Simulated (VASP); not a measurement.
Write the native input for VASP 6.6.1 that does the following.

- Task: single point
- Functional: PBE
- Potentials or basis: VASP PAW PBE potentials, release 64 (Co, Si)
- Cutoff: 520 eV
- k mesh: 10 × 10 × 10
- Occupations: gaussian, width 0.15 eV
- Spin: no spin polarisation
- Dipole correction: no
- Further INCAR settings: ALGO = Fast; EDIFF = 1e-06; NBANDS = 36

The structure of CoSi lies in POSCAR:

```
CoSi
1.0
    4.2979235955      0.0000000000      0.0000000000
    0.0000000000      4.2979235955      0.0000000000
    0.0000000000      0.0000000000      4.5637745395
Co Si
4 4
Direct
    0.1450189122      0.1450189122      0.1450189122
    0.3549810878      0.8549810878      0.6450189122
    0.6450189122      0.3549810878      0.8549810878
    0.8549810878      0.6450189122      0.3549810878
    0.8431597104      0.8431597104      0.8431597104
    0.6568402896      0.1568402896      0.3431597104
    0.3431597104      0.6568402896      0.1568402896
    0.1568402896      0.3431597104      0.6568402896
```

This cell differs from its parent crystal: strain -0.030 along x and y, +0.030 along z.

The input as run:

INCAR

```
  ALGO = Fast
  EDIFF = 1E-6
  ENCUT = 520
  GGA = PE
  ISIF = 2
  ISMEAR = 0
  LASPH = True
  LCHARG = False
  LREAL = False
  LWAVE = False
  NBANDS = 36
  NELM = 60
  PREC = Accurate
  SIGMA = 0.15
```

KPOINTS

```
k-points
0
Gamma
  10 10 10
```

Potentials or basis: VASP PAW PBE potentials, release 64 (Co, Si).

Launch:

```console
$ cat potpaw_PBE.64/Co/POTCAR potpaw_PBE.64/Si/POTCAR > POTCAR
$ mpirun -np 1 vasp_std > vasp.out
```

Results of the run:

The pressure is 8.2 GPa. The largest force is 0.158 eV/Å and the band gap on the k mesh is zero (bands 26 and 27 overlap by 0.24 eV).

Caveat: the cell differs from its parent crystal (strain -0.030 along x and y, +0.030 along z); the stress differs along the axes, from -1 to 13 GPa.

It took 24 min on 1 thread of Oxide Virtual Turin-like Processor (shared host), peak memory 0.53 GiB.
